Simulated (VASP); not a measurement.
# Si2Mo (P6_222) in VASP: a series of runs

Runs on Si2Mo. Level: PBE. Tasks: single point.

Everything below comes from runs of VASP 6.6.1. Logs are shortened: lines on timing, memory, paths and dates and some standing lists are left out, and cuts for length are marked.

## Step 1: The cell of the first run

It takes space group P6_222 (No. 180, hexagonal). The conventional cell has a = 4.585 Å, b = 4.585 Å, c = 6.580 Å, α = 90.00°, β = 90.00°, γ = 120.00°. Within 3.4 Å of Si (site symmetry 2) lie 9 Si at 2.55 to 3.20 Å and 5 Mo at 2.57 to 2.67 Å. Within 3.4 Å of Mo (site symmetry 222) lie 10 Si at 2.57 to 2.67 Å and 4 Mo at 3.17 Å.

## Step 2: Single point, PBE

File INCAR:

```
SYSTEM = Si2Mo
PREC = Accurate
ENCUT = 520
EDIFF = 1E-7
ISMEAR = 0
SIGMA = 0.1
LREAL = .FALSE.
LASPH = .TRUE.
NELM = 80
ALGO = Normal
ISIF = 2
LWAVE = .FALSE.
LCHARG = .TRUE.
GGA = PE
LELF = .TRUE.
LVHAR = .TRUE.
NBANDS = 43
```

File KPOINTS:

```
Automatic mesh
0
G
  6 6 4
  0 0 0
```

File POSCAR:

```
Si2Mo
1.0
    4.5854715600      0.0000000000      0.0000000000
   -2.2927357800      3.9711348600      0.0000000000
    0.0000000000      0.0000000000      6.5797601000
Si Mo
6 3
Direct
    0.1638729800      0.8361270200      0.8333333300
    0.3277459600      0.1638729800      0.1666666700
    0.8361270200      0.6722540400      0.5000000000
    0.8361270200      0.1638729800      0.8333333300
    0.6722540400      0.8361270200      0.1666666700
    0.1638729800      0.3277459600      0.5000000000
    0.5000000000      0.0000000000      0.5000000000
    0.0000000000      0.5000000000      0.1666666700
    0.5000000000      0.5000000000      0.8333333300
```

Potentials or basis: VASP PAW PBE potentials, release 64 (Si, Mo_sv).

Launch:

```sh
$ cat potpaw_PBE.64/Si/POTCAR potpaw_PBE.64/Mo_sv/POTCAR > POTCAR
$ mpirun -np 1 vasp_std > vasp.out
```

OUTCAR:

```text
SYSTEM = Si2Mo
   PREC = Accurate
   ENCUT = 520
   EDIFF = 1E-7
   ISMEAR = 0
   LREAL = .FALSE.
   LASPH = .TRUE.
   NELM = 80
   ISIF = 2
   GGA = PE

 ion  position               nearest neighbor table
   1  0.164  0.836  0.833-   3 2.55   2 2.55   7 2.57   8 2.57   4 2.60   9 2.64   9 2.64   9 2.67
                             4 2.67   4 2.67   6 3.15   5 3.15
   2  0.328  0.164  0.167-   6 2.55   1 2.55   7 2.57   9 2.57   5 2.60   8 2.64   8 2.64   8 2.67
                             5 2.67   5 2.67   3 3.15   4 3.15
   3  0.836  0.672  0.500-   1 2.55   5 2.55   8 2.57   9 2.57   6 2.60   7 2.64   7 2.64   7 2.67
                             6 2.67   6 2.67   4 3.15   2 3.15
   4  0.836  0.164  0.833-   6 2.55   5 2.55   7 2.57   8 2.57   1 2.60   9 2.64   9 2.64   9 2.67
                             1 2.67   1 2.67   3 3.15   2 3.15
   5  0.672  0.836  0.167-   3 2.55   4 2.55   7 2.57   9 2.57   2 2.60   8 2.64   8 2.64   8 2.67
                             2 2.67   2 2.67   6 3.15   1 3.15
   6  0.164  0.328  0.500-   2 2.55   4 2.55   8 2.57   9 2.57   3 2.60   7 2.64   7 2.64   7 2.67
                             3 2.67   3 2.67   5 3.15   1 3.15
   7  0.500  0.000  0.500-   1 2.57   2 2.57   4 2.57   5 2.57   6 2.64   3 2.64   6 2.64   3 2.64
                             6 2.67   3 2.67   8 3.17   9 3.17   9 3.17   8 3.17
   8  0.000  0.500  0.167-   3 2.57   6 2.57   4 2.57   1 2.57   5 2.64   2 2.64   2 2.64   5 2.64
                             5 2.67   2 2.67   7 3.17   7 3.17   9 3.17   9 3.17
   9  0.500  0.500  0.833-   3 2.57   6 2.57   5 2.57   2 2.57   1 2.64   4 2.64   1 2.64   4 2.64
                             1 2.67   4 2.67   7 3.17   7 3.17   8 3.17   8 3.17

  LATTYP: Found a hexagonal cell.
 ALAT       =     4.5854715600
 C/A-ratio  =     1.4349146023

  Lattice vectors:

 A1 = (   4.5854715600,   0.0000000000,   0.0000000000)
 A2 = (  -2.2927357800,   3.9711348600,   0.0000000000)
 A3 = (   0.0000000000,   0.0000000000,   6.5797601000)

Analysis of symmetry for initial positions (statically):
=====================================================================
 Subroutine PRICEL returns:
 Original cell was already a primitive cell.

 Routine SETGRP: Setting up the symmetry group for a
 hexagonal supercell.

 Subroutine GETGRP returns: Found 12 space group operations
 (whereof  4 operations were pure point group operations)
 out of a pool of 24 trial point group operations.

The static configuration has the point symmetry D_2 .
 The point group associated with its full space group is D_6 .

Analysis of symmetry for dynamics (positions and initial velocities):
=====================================================================
 Subroutine PRICEL returns:
 Original cell was already a primitive cell.

 Routine SETGRP: Setting up the symmetry group for a
 hexagonal supercell.

 Subroutine GETGRP returns: Found 12 space group operations
 (whereof  4 operations were pure point group operations)
 out of a pool of 24 trial point group operations.

The dynamic configuration has the point symmetry D_2 .
 The point group associated with its full space group is D_6 .

 Subroutine INISYM returns: Found 12 space group operations
 (whereof  4 operations are pure point group operations),
 and found     1 'primitive' translations

----------------------------------------------------------------------------------------

                                     Primitive cell

  volume of cell :     119.8143

  direct lattice vectors                    reciprocal lattice vectors
     4.585471560  0.000000000  0.000000000     0.218080079  0.125908592  0.000000000
    -2.292735780  3.971134860  0.000000000     0.000000000  0.251817185  0.000000000
     0.000000000  0.000000000  6.579760100     0.000000000  0.000000000  0.151981225

  length of vectors
     4.585471560  4.585471561  6.579760100     0.251817185  0.251817185  0.151981225

  position of ions in fractional coordinates (direct lattice)
     0.163872980  0.836127020  0.833333330
     0.327745960  0.163872980  0.166666670
     0.836127020  0.672254040  0.500000000
     0.836127020  0.163872980  0.833333330
     0.672254040  0.836127020  0.166666670
     0.163872980  0.327745960  0.500000000
     0.500000000  0.000000000  0.500000000
     1.000000000  0.500000000  0.166666670
     0.500000000  0.500000000  0.833333330

  ion indices of the primitive-cell ions
   primitive index   ion index
                 1           1
                 2           2
                 3           3
                 4           4
                 5           5
                 6           6
                 7           7
                 8           8
                 9           9

----------------------------------------------------------------------------------------

 KPOINTS: Automatic mesh

Automatic generation of k-mesh.
 Grid dimensions read from file:
 generate k-points for:    6    6    4

 Generating k-lattice:

  Cartesian coordinates                     Fractional coordinates (reciprocal lattice)
     0.036346680  0.020984765  0.000000000     0.166666667 -0.000000000  0.000000000
     0.000000000  0.041969531  0.000000000     0.000000000  0.166666667  0.000000000
     0.000000000  0.000000000  0.037995306     0.000000000  0.000000000  0.250000000

  Length of vectors
     0.041969531  0.041969531  0.037995306

  Shift w.r.t. Gamma in fractional coordinates (k-lattice)
     0.000000000  0.000000000  0.000000000

 Subroutine IBZKPT returns following result:
 ===========================================

 Found     21 irreducible k-points:

 Following reciprocal coordinates:
            Coordinates               Weight
  0.000000  0.000000  0.000000      1.000000
  0.166667  0.000000  0.000000      6.000000
  0.333333  0.000000  0.000000      6.000000
  0.500000  0.000000  0.000000      3.000000
  0.166667  0.166667  0.000000      6.000000
  0.333333  0.166667  0.000000     12.000000
[... 13 lines left out ...]
  0.333333  0.166667  0.500000     12.000000
  0.333333  0.333333  0.500000      2.000000
   k-points           NKPTS =     21   k-points in BZ     NKDIM =     21   number of bands    NBANDS=     43
   number of dos      NEDOS =    301   number of ions     NIONS =      9
   total plane-waves  NPLWV =  64800
   dimension x,y,z NGX =    36 NGY =   36 NGZ =   50
   dimension x,y,z NGXF=    72 NGYF=   72 NGZF=  100
   ions per type =               6   3
   NGX,Y,Z   is equivalent  to a cutoff of  13.05, 13.05, 12.63 a.u.
   NGXF,Y,Z  is equivalent  to a cutoff of  26.10, 26.10, 25.27 a.u.
 SYSTEM =  Si2Mo
   PREC   = accura    normal or accurate (medium, high low for compatibility)
   ISTART =      0    job   : 0-new  1-cont  2-samecut
   ICHARG =      2    charge: 1-file 2-atom 10-const
   ISPIN  =      1    spin polarized calculation?
   LNONCOLLINEAR =      F non collinear calculations
   LSORBIT =      F    spin-orbit coupling
   LASPH  =      T    aspherical Exc in radial PAW
   ENCUT  =  520.0 eV  38.22 Ry    6.18 a.u.   8.53  8.53 12.23*2*pi/ulx,y,z
   NELM   =     80;   NELMIN=  2; NELMDL= -5     # of ELM steps
   EDIFF  = 0.1E-06   stopping-criterion for ELM
   LREAL  =      F    real-space projection
   EDIFFG = 0.1E-05   stopping-criterion for IOM
   NSW    =      0    number of steps for IOM
   IBRION =     -1    ionic relax: 0-MD 1-quasi-New 2-CG
   NFREE  =      0    steps in history (QN), initial steepest desc. (CG)
   ISIF   =      2    stress and relaxation
   ISYM   =      2    0-nonsym 1-usesym 2-fastsym
   POTIM  = 0.5000    time-step for ionic-motion
   TEBEG  =    0.0;   TEEND  =   0.0 temperature during run
   PSTRESS=    0.0 pullay stress
   NELECT =      66.0000    total number of electrons
   NUPDOWN=      -1.0000    fix difference up-down
   EMIN   =  10.00;   EMAX   =-10.00  energy-range for DOS
   EFERMI =   0.00;   METHOD = LEGACY
   ISMEAR =     0;   SIGMA  =   0.10  broadening in eV -4-tet -1-fermi 0-gaus
   EFERMI_NEDOS =   21; number of points for ismear=-14 and -15
   IALGO  =     38    algorithm
   IMIX   =      4    mixing-type and parameters
     AMIX     =   0.40;   BMIX     =  1.00
     AMIX_MAG =   1.60;   BMIX_MAG =  1.00
  volume/ion in A,a.u.               =      13.31        89.84
  Fermi-wavevector in a.u.,A,eV,Ry     =   1.342002  2.536017 24.503685  1.800970
  Thomas-Fermi vector in A             =   2.470191
   LORBIT       =      0    0 simple, 1 ext, 2 COOP (PROOUT), +10 PAW based schemes
   GGA     = PE    functional components
   LHFCALC =     F    Hartree Fock is set to
   AEXX    =    0.0000 exact exchange contribution
   IVDW    =     0    specifies the selected vdW correction
   LEPSILON=     F    determine dielectric tensor
   LRPA    =     F    only Hartree local field effects (RPA)
 non-spin polarized calculation
 Gauss-broadening in eV      SIGMA  =   0.10
  energy-cutoff  :      520.00
  volume of cell :      119.81
 maximum number of plane-waves:      3300
 NGX is ok and might be reduce to    36
   NGX = 17   NGY = 17   NGZ = 25

 number of electron      65.9999996 magnetization

 Free energy of the ion-electron system (eV)
  ---------------------------------------------------
  ext. energy  EPLUGINS =         0.00000000
  ---------------------------------------------------
  free energy    TOTEN  =       -69.51464412 eV

  energy without entropy =      -69.51243787  energy(sigma->0) =      -69.51354100

 E-fermi :  12.9426     XC(G=0): -12.4600

 val. band max:       12.9174259715   @ k =   0.5000   0.0000   0.5000
 cond. band min:      12.9678189427   @ k =   0.5000   0.0000   0.0000
 fundamental gap:      0.0503929712
 Fermi energy:        12.9426221109

 k-point     1 :       0.0000    0.0000    0.0000
  band No.  band energies     occupation
      1     -48.2287      2.00000
      2     -48.1984      2.00000
      3     -48.1984      2.00000
      4     -22.4730      2.00000
      5     -22.4694      2.00000
      6     -22.4694      2.00000
[... 35 lines left out ...]
     42      15.8847      0.00000
     43      16.3654      0.00000
[... 879 lines left out ...]
      3     -48.2033      2.00000
      4     -22.5161      2.00000
      5     -22.5073      2.00000
      6     -22.5073      2.00000
[... 35 lines left out ...]
     42      16.1656      0.00000
     43      16.3705      0.00000

------------------------ aborting loop because EDIFF is reached ----------------------------------------

  FORCE on cell =-STRESS in cart. coord.  units (eV):
  Direction    XX          YY          ZZ          XY          YZ          ZX
  --------------------------------------------------------------------------------------
  -------------------------------------------------------------------------------------
  Total        2.7938047      2.7938047      2.6784212      0.0000000      0.0000000      0.0000000
  in kB       37.3592309     37.3592309     35.8163028      0.0000000      0.0000000      0.0000000
  external PRESSURE =      36.8449215 kB  Pullay stress =       0.0000000 kB

 VOLUME and BASIS-vectors are now :
 -----------------------------------------------------------------------------
  energy-cutoff  :      520.00
  volume of cell :      119.81
      direct lattice vectors                 reciprocal lattice vectors
     4.585471560  0.000000000  0.000000000     0.218080079  0.125908592  0.000000000
    -2.292735780  3.971134860  0.000000000     0.000000000  0.251817185  0.000000000
     0.000000000  0.000000000  6.579760100     0.000000000  0.000000000  0.151981225

 POSITION                                       TOTAL-FORCE (eV/Angst)
 -----------------------------------------------------------------------------------
     -1.16558      3.32037      5.48313         0.004594     -0.002652     -0.000000
      1.12715      0.65076      1.09663         0.004594      0.002652      0.000000
      2.29274      2.66961      3.28988        -0.000000     -0.005304      0.000000
      3.45832      0.65076      5.48313        -0.004594      0.002652     -0.000000
      1.16558      3.32037      1.09663        -0.004594     -0.002652      0.000000
      0.00000      1.30152      3.28988        -0.000000      0.005304      0.000000
      2.29274      0.00000      3.28988        -0.000000      0.000000     -0.000000
     -1.14637      1.98557      1.09663        -0.000000      0.000000      0.000000
      1.14637      1.98557      5.48313        -0.000000      0.000000      0.000000
 -----------------------------------------------------------------------------------
    total drift:                               -0.000000     -0.000000      0.000060

  FREE ENERGIE OF THE ION-ELECTRON SYSTEM (eV)
  ---------------------------------------------------
  free  energy   TOTEN  =       -69.5146441244 eV

  energy  without entropy=      -69.5124378663  energy(sigma->0) =      -69.51354100
```

It took 87 s on 1 thread of Intel Xeon Platinum 8488C (Sapphire Rapids), shared host; peak memory 0.27 GiB.

Results:

```yaml
Free_energy: -69.5146 eV
Pressure: 3.7 GPa
Largest_force: 0.005 eV/Å
Band_gap_on_the_k_mesh: 0.05 eV (least direct gap 0.54 eV)
```

Forces on the atoms (eV/Å):
```
Si   0.005 -0.003  0.000
Si   0.005  0.003  0.000
Si   0.000 -0.005  0.000
Si  -0.005  0.003  0.000
Si  -0.005 -0.003  0.000
Si   0.000  0.005  0.000
Mo   0.000  0.000  0.000
Mo   0.000  0.000  0.000
Mo   0.000  0.000  0.000
```

Stress tensor (GPa, compression positive):
```
3.74 0.00 0.00
0.00 3.74 0.00
0.00 0.00 3.58
```

Levels at points of the mesh, in eV from the valence-band top:
| k point | band 31 | band 32 | band 33 | band 34 | band 35 | band 36 |
| --- | --- | --- | --- | --- | --- | --- |
| (0.00, 0.00, 0.00) | -2.75 | -2.10 | -0.83 | 1.99 | 2.35 | 2.35 |
| (0.50, 0.00, 0.00) | -1.58 | -1.07 | -0.65 | 0.05 | 0.70 | 0.85 |
| (0.00, 0.00, 0.50) | -2.10 | -0.74 | -0.74 | 1.84 | 2.27 | 2.27 |
| (0.50, 0.00, 0.50) | -1.97 | -1.25 | 0.00 | 0.54 | 1.09 | 1.34 |

Caveat: the cell stands under pressure.

## Step 3: Single point, PBE

This run uses another cell than the first one, of 13.54 Å³/atom.

File INCAR:

```
SYSTEM = Si2Mo
PREC     = Accurate       ! precision mode
ENCUT    = 520            ! plane-wave cutoff, eV
EDIFF    = 1E-6           ! SCF threshold, eV
ISMEAR   = 0              ! smearing method
SIGMA    = 0.01           ! smearing width, eV
LREAL    = .FALSE.        ! projectors in reciprocal space
LASPH    = .TRUE.         ! aspherical terms in the spheres
NELM     = 80             ! most SCF steps
ALGO     = Normal         ! electronic algorithm
ISIF     = 2              ! what is computed and relaxed
LWAVE    = .FALSE.        ! write WAVECAR
LCHARG   = .FALSE.        ! write CHGCAR
GGA      = PE             ! functional
NBANDS   = 43             ! bands
```

File KPOINTS:

```
regular mesh
0
G
  9 9 6
  0 0 0
```

File POSCAR:

```
Si2Mo
1.0
    4.6132654635      0.0000000000      0.0000000000
   -2.3066327318      3.9952050858      0.0000000000
    0.0000000000      0.0000000000      6.6095896253
Si Mo
6 3
Direct
    0.1639793310      0.8360206690      0.8333333333
    0.3279586619      0.1639793310      0.1666666667
    0.8360206690      0.6720413381      0.5000000000
    0.8360206690      0.1639793310      0.8333333333
    0.6720413381      0.8360206690      0.1666666667
    0.1639793310      0.3279586619      0.5000000000
    0.5000000000      0.0000000000      0.5000000000
    0.0000000000      0.5000000000      0.1666666667
    0.5000000000      0.5000000000      0.8333333333
```

Potentials or basis: VASP PAW PBE potentials, release 64 (Si, Mo_sv).

Launch:

```sh
$ cat potpaw_PBE.64/Si/POTCAR potpaw_PBE.64/Mo_sv/POTCAR > POTCAR
$ mpirun -np 1 vasp_std > vasp.out
```

Wall time 3 min (1 thread of Intel Xeon Platinum 8488C (Sapphire Rapids), shared host); peak memory 0.35 GiB.

It converged, with:

| Item | Value |
| --- | --- |
| Free energy | -69.5396 eV |
| Pressure | 0.1 GPa |
| Largest force | 0.003 eV/Å |
| Band gap on the k mesh | 0.18 eV (least direct gap 0.57 eV) |

Forces on the atoms (eV/Å):
```
Si  -0.003  0.002  0.000
Si  -0.003 -0.002  0.000
Si   0.000  0.003  0.000
Si   0.003 -0.002  0.000
Si   0.003  0.002  0.000
Si   0.000 -0.003  0.000
Mo   0.000  0.000  0.000
Mo   0.000  0.000  0.000
Mo   0.000  0.000  0.000
```

Levels at points of the mesh, in eV from the valence-band top:
```tsv
k point	band 30	band 31	band 32	band 33	band 34	band 35	band 36	band 37
(0.00, 0.00, 0.00)	-2.93	-2.67	-2.03	-0.73	2.00	2.35	2.35	2.41
(0.00, 0.00, 0.50)	-2.24	-2.03	-0.65	-0.65	1.84	2.25	2.25	2.29
```

Caveat: an odd mesh through Γ misses points on the zone boundary, where band edges can lie.
